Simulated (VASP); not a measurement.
# GaB12 (Pm-3m) in VASP: a series of runs

GaB12 is run at these levels: PBE; tasks: single point, relaxation of cell and atoms.

Program: VASP 6.6.1. These are calculated values, not measurements. Logs are shortened: lines on timing, memory, paths and dates and some standing lists are left out, and cuts for length are marked.

## (1) The cell of the first run

It takes space group Pm-3m (No. 221, cubic). The conventional cell has a = 4.998 Å, b = 4.998 Å, c = 4.998 Å, α = 90.00°, β = 90.00°, γ = 90.00°. Within 3.7 Å of Ga (site symmetry m-3m) lie 24 B at 2.80 Å. B (site symmetry mm2) has 4 B at 1.75 to 1.78 Å within 2.3 Å.

## (2) Single point, PBE

INCAR reads:

```
PREC = Accurate ; ENCUT = 520
EDIFF = 1E-6 ; ISMEAR = 0
SIGMA = 0.1 ; LREAL = F
LASPH = T ; NELM = 100
ALGO = Normal ; ISIF = 2
LWAVE = F ; LCHARG = F
GGA = PE ; NBANDS = 36
```

KPOINTS reads:

```
Automatic mesh
0
Gamma
  8 8 8
```

POSCAR reads:

```
GaB12
1.0
    4.9975938975      0.0000000000      0.0000000000
    0.0000000000      4.9975938975      0.0000000000
    0.0000000000      0.0000000000      4.9975938975
Ga B
1 12
Direct
    0.5000000000      0.5000000000      0.5000000000
    0.2479130169      0.5000000000      0.0000000000
    0.7520869831      0.5000000000      0.0000000000
    0.0000000000      0.2479130169      0.5000000000
    0.0000000000      0.7520869831      0.5000000000
    0.5000000000      0.0000000000      0.2479130169
    0.5000000000      0.0000000000      0.7520869831
    0.5000000000      0.2479130169      0.0000000000
    0.5000000000      0.7520869831      0.0000000000
    0.2479130169      0.0000000000      0.5000000000
    0.7520869831      0.0000000000      0.5000000000
    0.0000000000      0.5000000000      0.7520869831
    0.0000000000      0.5000000000      0.2479130169
```

Potentials or basis: VASP PAW PBE potentials, release 64 (Ga_d, B).

Started as:

```
$ cat potpaw_PBE.64/Ga_d/POTCAR potpaw_PBE.64/B/POTCAR > POTCAR
$ mpirun -np 1 vasp_std > vasp.out
```

OUTCAR:

```text
PREC = Accurate
   ENCUT = 520
   EDIFF = 1E-6
   ISMEAR = 0
   LREAL = F
   LASPH = T
   NELM = 100
   ISIF = 2
   GGA = PE

 ion  position               nearest neighbor table
   1  0.500  0.500  0.500-
   2  0.248  0.500  0.000-  12 1.75  13 1.75   8 1.78   9 1.78
   3  0.752  0.500  0.000-  12 1.75  13 1.75   8 1.78   9 1.78
   4  0.000  0.248  0.500-  10 1.75  11 1.75  12 1.78  13 1.78
   5  0.000  0.752  0.500-  10 1.75  11 1.75  12 1.78  13 1.78
   6  0.500  0.000  0.248-   8 1.75   9 1.75  10 1.78  11 1.78
   7  0.500  0.000  0.752-   8 1.75   9 1.75  10 1.78  11 1.78
   8  0.500  0.248  0.000-   6 1.75   7 1.75   2 1.78   3 1.78
   9  0.500  0.752  0.000-   6 1.75   7 1.75   2 1.78   3 1.78
  10  0.248  0.000  0.500-   4 1.75   5 1.75   6 1.78   7 1.78
  11  0.752  0.000  0.500-   4 1.75   5 1.75   6 1.78   7 1.78
  12  0.000  0.500  0.752-   2 1.75   3 1.75   4 1.78   5 1.78
  13  0.000  0.500  0.248-   2 1.75   3 1.75   4 1.78   5 1.78

  LATTYP: Found a simple cubic cell.
 ALAT       =     4.9975938975

  Lattice vectors:

 A1 = (   4.9975938975,   0.0000000000,   0.0000000000)
 A2 = (   0.0000000000,   4.9975938975,   0.0000000000)
 A3 = (   0.0000000000,   0.0000000000,   4.9975938975)

Analysis of symmetry for initial positions (statically):
=====================================================================
 Subroutine PRICEL returns:
 Original cell was already a primitive cell.

 Routine SETGRP: Setting up the symmetry group for a
 simple cubic supercell.

 Subroutine GETGRP returns: Found 48 space group operations
 (whereof 48 operations were pure point group operations)
 out of a pool of 48 trial point group operations.

The static configuration has the point symmetry O_h .

Analysis of symmetry for dynamics (positions and initial velocities):
=====================================================================
 Subroutine PRICEL returns:
 Original cell was already a primitive cell.

 Routine SETGRP: Setting up the symmetry group for a
 simple cubic supercell.

 Subroutine GETGRP returns: Found 48 space group operations
 (whereof 48 operations were pure point group operations)
 out of a pool of 48 trial point group operations.

The dynamic configuration has the point symmetry O_h .

 Subroutine INISYM returns: Found 48 space group operations
 (whereof 48 operations are pure point group operations),
 and found     1 'primitive' translations

----------------------------------------------------------------------------------------

                                     Primitive cell

  volume of cell :     124.8196

  direct lattice vectors                    reciprocal lattice vectors
     4.997593897  0.000000000  0.000000000     0.200096290  0.000000000  0.000000000
     0.000000000  4.997593897  0.000000000     0.000000000  0.200096290  0.000000000
     0.000000000  0.000000000  4.997593897     0.000000000  0.000000000  0.200096290

  length of vectors
     4.997593897  4.997593897  4.997593897     0.200096290  0.200096290  0.200096290

  position of ions in fractional coordinates (direct lattice)
     0.500000000  0.500000000  0.500000000
     0.247913017  0.500000000  0.000000000
     0.752086983  0.500000000  0.000000000
     0.000000000  0.247913017  0.500000000
     0.000000000  0.752086983  0.500000000
     0.500000000  0.000000000  0.247913017
     0.500000000  0.000000000  0.752086983
     0.500000000  0.247913017  0.000000000
     0.500000000  0.752086983  0.000000000
     0.247913017  0.000000000  0.500000000
     0.752086983  0.000000000  0.500000000
     0.000000000  0.500000000  0.752086983
     0.000000000  0.500000000  0.247913017

  ion indices of the primitive-cell ions
   primitive index   ion index
                 1           1
                 2           2
                 3           3
                 4           4
                 5           5
                 6           6
                 7           7
                 8           8
                 9           9
                10          10
                11          11
                12          12
                13          13

----------------------------------------------------------------------------------------

 KPOINTS: Automatic mesh

Automatic generation of k-mesh.
 Grid dimensions read from file:
 generate k-points for:    8    8    8

 Generating k-lattice:

  Cartesian coordinates                     Fractional coordinates (reciprocal lattice)
     0.025012036  0.000000000  0.000000000     0.125000000  0.000000000  0.000000000
     0.000000000  0.025012036  0.000000000     0.000000000  0.125000000  0.000000000
     0.000000000  0.000000000  0.025012036     0.000000000  0.000000000  0.125000000

  Length of vectors
     0.025012036  0.025012036  0.025012036

  Shift w.r.t. Gamma in fractional coordinates (k-lattice)
     0.000000000  0.000000000  0.000000000

 Subroutine IBZKPT returns following result:
[... 34 lines left out ...]
   EDIFF  = 0.1E-05   stopping-criterion for ELM
   LREAL  =      F    real-space projection
   EDIFFG = 0.1E-04   stopping-criterion for IOM
   NSW    =      0    number of steps for IOM
   IBRION =     -1    ionic relax: 0-MD 1-quasi-New 2-CG
   NFREE  =      0    steps in history (QN), initial steepest desc. (CG)
   ISIF   =      2    stress and relaxation
   ISYM   =      2    0-nonsym 1-usesym 2-fastsym
   POTIM  = 0.5000    time-step for ionic-motion
   TEBEG  =    0.0;   TEEND  =   0.0 temperature during run
   PSTRESS=    0.0 pullay stress
   NELECT =      49.0000    total number of electrons
   NUPDOWN=      -1.0000    fix difference up-down
   EMIN   =  10.00;   EMAX   =-10.00  energy-range for DOS
   EFERMI =   0.00;   METHOD = LEGACY
   ISMEAR =     0;   SIGMA  =   0.10  broadening in eV -4-tet -1-fermi 0-gaus
   EFERMI_NEDOS =   21; number of points for ismear=-14 and -15
   IALGO  =     38    algorithm
   IMIX   =      4    mixing-type and parameters
     AMIX     =   0.40;   BMIX     =  1.00
     AMIX_MAG =   1.60;   BMIX_MAG =  1.00
  volume/ion in A,a.u.               =       9.60        64.79
  Fermi-wavevector in a.u.,A,eV,Ry     =   1.198706  2.265225 19.550147  1.436895
  Thomas-Fermi vector in A             =   2.334588
   LORBIT       =      0    0 simple, 1 ext, 2 COOP (PROOUT), +10 PAW based schemes
   GGA     = PE    functional components
   LHFCALC =     F    Hartree Fock is set to
   AEXX    =    0.0000 exact exchange contribution
   IVDW    =     0    specifies the selected vdW correction
   LEPSILON=     F    determine dielectric tensor
   LRPA    =     F    only Hartree local field effects (RPA)
 non-spin polarized calculation
 Gauss-broadening in eV      SIGMA  =   0.10
  energy-cutoff  :      520.00
  volume of cell :      124.82
 maximum number of plane-waves:      3407
 NGX is ok and might be reduce to    40

 number of electron      49.0000000 magnetization

 Free energy of the ion-electron system (eV)
  ---------------------------------------------------
  ext. energy  EPLUGINS =         0.00000000
  ---------------------------------------------------
  free energy    TOTEN  =       -71.05231222 eV

  energy without entropy =      -71.02657777  energy(sigma->0) =      -71.03944499

 E-fermi :   3.8358     XC(G=0): -10.7204

 val. band max:        3.8275360226   @ k =   0.3750   0.3750   0.2500
 cond. band min:       3.8640495096   @ k =   0.3750   0.3750   0.0000
 fundamental gap:      0.0365134870
 Fermi energy:         3.8357940258

 k-point     1 :       0.0000    0.0000    0.0000
  band No.  band energies     occupation
      1     -10.5078      2.00000
      2     -10.5078      2.00000
      3     -10.4611      2.00000
      4     -10.4611      2.00000
      5     -10.4611      2.00000
      6      -9.2812      2.00000
[... 28 lines left out ...]
     35      10.2584      0.00000
     36      10.2584      0.00000
[... 866 lines left out ...]
      6      -7.6355      2.00000
[... 28 lines left out ...]
     35      10.8261      0.00000
     36      10.8798      0.00000

 [... further k-points ...]

------------------------ aborting loop because EDIFF is reached ----------------------------------------

  FORCE on cell =-STRESS in cart. coord.  units (eV):
  Direction    XX          YY          ZZ          XY          YZ          ZX
  --------------------------------------------------------------------------------------
  -------------------------------------------------------------------------------------
  Total        0.0024386      0.0024386      0.0024386     -0.0000000      0.0000000     -0.0000000
  in kB        0.0313013      0.0313013      0.0313013     -0.0000000      0.0000000     -0.0000000
  external PRESSURE =       0.0313013 kB  Pullay stress =       0.0000000 kB

 VOLUME and BASIS-vectors are now :
 -----------------------------------------------------------------------------
  energy-cutoff  :      520.00
  volume of cell :      124.82
      direct lattice vectors                 reciprocal lattice vectors
     4.997593897  0.000000000  0.000000000     0.200096290  0.000000000  0.000000000
     0.000000000  4.997593897  0.000000000     0.000000000  0.200096290  0.000000000
     0.000000000  0.000000000  4.997593897     0.000000000  0.000000000  0.200096290

 POSITION                                       TOTAL-FORCE (eV/Angst)
 -----------------------------------------------------------------------------------
      2.49880      2.49880      2.49880         0.000000     -0.000000      0.000000
      1.23897      2.49880      0.00000         0.000353     -0.000000      0.000000
      3.75863      2.49880      0.00000        -0.000353     -0.000000      0.000000
      0.00000      1.23897      2.49880         0.000000      0.000353      0.000000
      0.00000      3.75863      2.49880         0.000000     -0.000353      0.000000
      2.49880      0.00000      1.23897         0.000000     -0.000000      0.000353
      2.49880      0.00000      3.75863         0.000000     -0.000000     -0.000353
      2.49880      1.23897      0.00000         0.000000      0.000353      0.000000
      2.49880      3.75863      0.00000         0.000000     -0.000353      0.000000
      1.23897      0.00000      2.49880         0.000353     -0.000000      0.000000
      3.75863      0.00000      2.49880        -0.000353     -0.000000      0.000000
      0.00000      2.49880      3.75863         0.000000     -0.000000     -0.000353
      0.00000      2.49880      1.23897         0.000000     -0.000000      0.000353
 -----------------------------------------------------------------------------------
    total drift:                               -0.000000      0.000000     -0.000000

  FREE ENERGIE OF THE ION-ELECTRON SYSTEM (eV)
  ---------------------------------------------------
  free  energy   TOTEN  =       -71.0523122186 eV

  energy  without entropy=      -71.0265777676  energy(sigma->0) =      -71.03944499
```

Wall time 73 s (1 thread of AMD EPYC 9R45 (Zen 5), shared host); peak memory 0.27 GiB.

Results:

```
Free energy : -71.0523 eV
Pressure    : 0.0 GPa
```

Levels at points of the mesh, in eV from the Fermi level:
| k point | band 21 | band 22 | band 23 | band 24 | band 25 | band 26 | band 27 | band 28 | band 29 | band 30 |
| --- | --- | --- | --- | --- | --- | --- | --- | --- | --- | --- |
| (0.00, 0.00, 0.00) | -1.47 | -1.19 | -1.19 | -1.19 | -0.19 | -0.19 | -0.19 | 3.34 | 3.34 | 3.34 |
| (0.50, 0.00, 0.00) | -1.39 | -1.39 | -1.31 | -1.10 | -0.44 | -0.39 | 1.90 | 1.90 | 1.99 | 1.99 |
| (0.50, 0.50, 0.00) | -1.92 | -1.27 | -1.27 | -0.75 | 0.18 | 0.57 | 1.04 | 1.33 | 1.99 | 1.99 |
| (0.50, 0.50, 0.50) | -1.52 | -1.52 | -1.46 | -1.46 | -1.46 | -0.56 | -0.56 | -0.02 | -0.02 | 1.30 |

## (3) Relaxation of cell and atoms, PBE

INCAR reads:

```
PREC = Accurate
ENCUT = 600
EDIFF = 1E-6
ISMEAR = 0
SIGMA = 0.1
LREAL = False
LASPH = True
NELM = 100
ALGO = Normal
ISIF = 3
LWAVE = False
LCHARG = False
GGA = PE
IBRION = 2
NSW = 100
EDIFFG = -0.01
```

KPOINTS is that of step 2.

POSCAR reads:

```
GaB12
1.0
    4.9980485550      0.0000000000      0.0000000000
    0.0000000000      4.9980485550      0.0000000000
    0.0000000000      0.0000000000      4.9980485550
Ga B
1 12
Direct
    0.5000000000      0.5000000000      0.5000000000
    0.2472276079      0.5000000000      0.0000000000
    0.7527723921      0.5000000000      0.0000000000
    0.0000000000      0.2472276079      0.5000000000
    0.0000000000      0.7527723921      0.5000000000
    0.5000000000      0.0000000000      0.2472276079
    0.5000000000      0.0000000000      0.7527723921
    0.5000000000      0.2472276079      0.0000000000
    0.5000000000      0.7527723921      0.0000000000
    0.2472276079      0.0000000000      0.5000000000
    0.7527723921      0.0000000000      0.5000000000
    0.0000000000      0.5000000000      0.7527723921
    0.0000000000      0.5000000000      0.2472276079
```

Potentials or basis: VASP PAW PBE potentials, release 64 (Ga_d, B).

Started as:

```
$ cat potpaw_PBE.64/Ga_d/POTCAR potpaw_PBE.64/B/POTCAR > POTCAR
$ mpirun -np 1 vasp_std > vasp.out
```

Wall time 2.1 min (1 thread of AMD EPYC 9R45 (Zen 5), shared host); peak memory 0.3 GiB.

The run converged. Its results:

```yaml
Free_energy: -71.0613 eV
Relaxed_volume: 9.60 Å³/atom
Relaxed_cell: a = 4.998 Å, b = 4.998 Å, c = 4.998 Å, α = 90.00°, β = 90.00°, γ = 90.00°
Space_group_after_relaxing_to_0.05_Å: Pm-3m (No. 221)
Energy_gained_by_relaxing: 0.1 meV/atom
Ionic_steps: 3
Pressure_after_relaxing: 0.0 GPa
```

Step by step:
| step | energy change (eV) | largest force (eV/Å) | pressure (GPa) | volume (Å³) |
| --- | --- | --- | --- | --- |
| 1 | 0.0000 | 0.0925 | -0.03 | 124.85 |
| 2 | -0.0017 | 0.0290 | -0.02 | 124.82 |
| 3 | -0.0019 | 0.0004 | -0.03 | 124.82 |

Final structure:
```
Ga B
1.0
     4.99766    0.00000    0.00000
     0.00000    4.99766    0.00000
     0.00000    0.00000    4.99766
Ga B
1 12
Cartesian
  2.4988 2.4988 2.4988
  1.2390 2.4988 4.9977
  3.7587 2.4988 0.0000
  0.0000 1.2390 2.4988
  0.0000 3.7587 2.4988
  2.4988 0.0000 1.2390
  2.4988 0.0000 3.7587
  2.4988 1.2390 0.0000
  2.4988 3.7587 0.0000
  1.2390 0.0000 2.4988
  3.7587 0.0000 2.4988
  0.0000 2.4988 3.7587
  4.9977 2.4988 1.2390
```

Levels at points of the mesh, in eV from the Fermi level:
```tsv
k point	band 23	band 24	band 25	band 26	band 27	band 28
(0.00, 0.00, 0.00)	-1.19	-1.19	-0.19	-0.19	-0.19	3.34
(0.50, 0.00, 0.00)	-1.31	-1.10	-0.44	-0.39	1.90	1.90
(0.50, 0.50, 0.00)	-1.27	-0.75	0.18	0.57	1.04	1.33
(0.50, 0.50, 0.50)	-1.46	-1.46	-1.46	-0.56	-0.56	-0.02
```

## (4) Single point, PBE

INCAR reads:

```
SYSTEM = GaB12
PREC     = Accurate       ! precision mode
ENCUT    = 520            ! plane-wave cutoff, eV
EDIFF    = 1E-6           ! SCF threshold, eV
ISMEAR   = 0              ! smearing method
SIGMA    = 0.1            ! smearing width, eV
LREAL    = .FALSE.        ! projectors in reciprocal space
LASPH    = .TRUE.         ! aspherical terms in the spheres
NELM     = 100            ! most SCF steps
ALGO     = Normal         ! electronic algorithm
ISIF     = 2              ! what is computed and relaxed
LWAVE    = .FALSE.        ! write WAVECAR
LCHARG   = .FALSE.        ! write CHGCAR
GGA      = PE             ! functional
NBANDS   = 36             ! bands
```

KPOINTS reads:

```
Automatic mesh
0
G
  4 4 4
  0 0 0
```

POSCAR is that of step 3.

Started as:

```
$ cat potpaw_PBE.64/Ga_d/POTCAR potpaw_PBE.64/B/POTCAR > POTCAR
$ mpirun -np 1 vasp_std > vasp.out
```

Wall time 23 s (1 thread of AMD EPYC 9R45 (Zen 5), shared host); peak memory 0.21 GiB.

It converged, with:

```yaml
Free_energy: -71.2981 eV
Pressure: 0.4 GPa
```

Levels at points of the mesh, in eV from the Fermi level:
```tsv
k point	band 21	band 22	band 23	band 24	band 25	band 26	band 27	band 28
(0.00, 0.00, 0.00)	-1.42	-1.21	-1.21	-1.21	-0.21	-0.21	-0.21	3.32
(0.50, 0.00, 0.00)	-1.42	-1.42	-1.31	-1.12	-0.46	-0.41	1.88	1.88
(0.50, 0.50, 0.00)	-1.93	-1.29	-1.29	-0.75	0.16	0.53	1.03	1.31
(0.50, 0.50, 0.50)	-1.52	-1.52	-1.46	-1.46	-1.46	-0.57	-0.57	-0.05
```

## (5) Single point, PBE

This run uses another cell than the first one, of 8.03 Å³/atom, 0.836 times its volume.

INCAR reads:

```
SYSTEM = GaB12
ALGO = Normal
EDIFF = 1E-7
ENCUT = 520
GGA = PE
ISIF = 2
ISMEAR = 0
LASPH = .TRUE.
LCHARG = .FALSE.
LREAL = .FALSE.
LWAVE = .FALSE.
NBANDS = 36
NELM = 80
PREC = Accurate
SIGMA = 0.1
```

KPOINTS reads:

```
k-points
0
G
  4 4 4
  0 0 0
```

POSCAR reads:

```
GaB12
1.0
    4.7076976300      0.0000000000      0.0000000000
    0.0000000000      4.7076976300      0.0000000000
    0.0000000000      0.0000000000      4.7076976300
Ga B
1 12
Direct
    0.5000000000      0.5000000000      0.5000000000
    0.3161961900      0.5000000000      0.0000000000
    0.6838038100      0.5000000000      0.0000000000
    0.0000000000      0.3161961900      0.5000000000
    0.0000000000      0.6838038100      0.5000000000
    0.5000000000      0.0000000000      0.3161961900
    0.5000000000      0.0000000000      0.6838038100
    0.5000000000      0.3161961900      0.0000000000
    0.5000000000      0.6838038100      0.0000000000
    0.3161961900      0.0000000000      0.5000000000
    0.6838038100      0.0000000000      0.5000000000
    0.0000000000      0.5000000000      0.6838038100
    0.0000000000      0.5000000000      0.3161961900
```

Started as:

```
$ cat potpaw_PBE.64/Ga_d/POTCAR potpaw_PBE.64/B/POTCAR > POTCAR
$ mpirun -np 1 vasp_std > vasp.out
```

Wall time 34 s (1 thread of Intel Xeon 6975P-C, shared host); peak memory 0.21 GiB.

The run converged. Its results:

| Quantity | Value |
| --- | --- |
| Free energy | -27.2787 eV |
| Pressure | 161.2 GPa |
| Largest force | 29.085 eV/Å |

Forces in eV/Å, atoms in the order of the input:
```
Ga    0.000   0.000   0.000
B   -29.085   0.000   0.000
B    29.085   0.000   0.000
B     0.000 -29.085   0.000
B     0.000  29.085   0.000
B     0.000   0.000 -29.085
B     0.000   0.000  29.085
B     0.000 -29.085   0.000
B     0.000  29.085   0.000
B   -29.085   0.000   0.000
B    29.085   0.000   0.000
B     0.000   0.000  29.085
B     0.000   0.000 -29.085
```

Levels at points of the mesh, in eV from the Fermi level:
| k point | band 22 | band 23 | band 24 | band 25 | band 26 | band 27 | band 28 | band 29 |
| --- | --- | --- | --- | --- | --- | --- | --- | --- |
| (0.00, 0.00, 0.00) | -3.52 | -3.52 | -3.43 | -0.52 | -0.52 | -0.52 | 5.11 | 5.11 |
| (0.50, 0.00, 0.00) | -2.07 | -1.07 | -0.60 | -0.55 | 0.24 | 2.36 | 2.36 | 2.79 |
| (0.50, 0.50, 0.00) | -2.02 | -1.65 | -0.77 | -0.77 | 1.07 | 1.19 | 2.43 | 2.43 |
| (0.50, 0.50, 0.50) | -2.18 | -2.18 | 0.50 | 0.50 | 0.50 | 0.87 | 0.87 | 0.87 |

Caveat: forces of over 1 eV/Å act on the atoms, so gaps and moduli don't describe the material at rest.

## (6) The runs side by side

```tsv
task	cell	k mesh	cutoff (eV)	gap on the mesh (eV)	pressure (GPa)
single point	a = 4.998 Å, 13 atoms	8 × 8 × 8	520	none	0.0
relaxation of cell and atoms	relaxed from a = 4.998 Å, 13 atoms	8 × 8 × 8	600	none	0.0
single point	a = 4.998 Å, 13 atoms	4 × 4 × 4	520	none	0.4
single point	a = 4.708 Å, 13 atoms	4 × 4 × 4	520	none	161.2
```

Some of these runs hold the atoms at other places in the same cell, which the table doesn't show; runs alike in all that it shows share one row.

Alike in all rows: level PBE; potentials or basis VASP PAW PBE potentials, release 64 (Ga_d, B); no spin polarisation; smearing gaussian 0.1 eV.

Caveats: forces of over 1 eV/Å act on the atoms, so gaps and moduli don't describe the material at rest (some runs).

Absolute energies hang on the potentials; compare differences alone.
